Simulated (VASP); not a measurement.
Wanted: the native input for a VASP 6.6.1 run.

* Task: single point
* Functional: PBEsol
* Potentials or basis: VASP PAW PBE potentials, release 64 (Hf_pv, O)
* Cutoff: 520 eV
* k mesh: 8 × 8 × 8
* Occupations: gaussian, width 0.05 eV
* Spin: no spin polarisation
* Dipole correction: no
* Further INCAR settings: ALGO = Normal; EDIFF = 1e-06; NBANDS = 18

The structure of HfO2 lies in POSCAR:

```
HfO2
1.0
    0.0000000000      2.5220673956      2.5220673956
    2.4211846998      0.0000000000      2.5220673956
    2.4211846998      2.5220673956      0.0000000000
Hf O
1 2
Direct
    0.0000000000      0.0000000000      0.0000000000
    0.2500000000      0.2500000000      0.2500000000
    0.7500000000      0.7500000000      0.7500000000
```

This cell differs from its parent crystal: normal strain along x -0.0400, normal strain along y +0.0000.

These files were run (other wordings do the same):

INCAR

```
ALGO = Normal
EDIFF = 1E-6
ENCUT = 520
GGA = PS
ISIF = 2
ISMEAR = 0
LASPH = True
LCHARG = False
LREAL = False
LWAVE = False
NBANDS = 18
NELM = 100
PREC = Accurate
SIGMA = 0.05
```

KPOINTS

```
k-points
0
Gamma
  8 8 8
```

Potentials or basis: VASP PAW PBE potentials, release 64 (Hf_pv, O).

Run with:

```bash
$ cat potpaw_PBE.64/Hf_pv/POTCAR potpaw_PBE.64/O/POTCAR > POTCAR
$ mpirun -np 1 vasp_std > vasp.out
```

Results of the run:

```json
{"Pressure": "7.7 GPa", "Band gap on the k mesh": "3.32 eV, indirect (least direct gap 3.46 eV)"}
```

Caveat: the cell differs from its parent crystal (normal strain along x -0.0400, normal strain along y +0.0000); the PAW data sets were made with another functional, which shifts forces and pressure a little; spin-orbit coupling is left out, which moves the levels of the heavy elements.

It took 14 s on 1 thread of Intel(R) Xeon(R) 6975P-C (Granite Rapids) (shared host), peak memory 0.17 GiB.
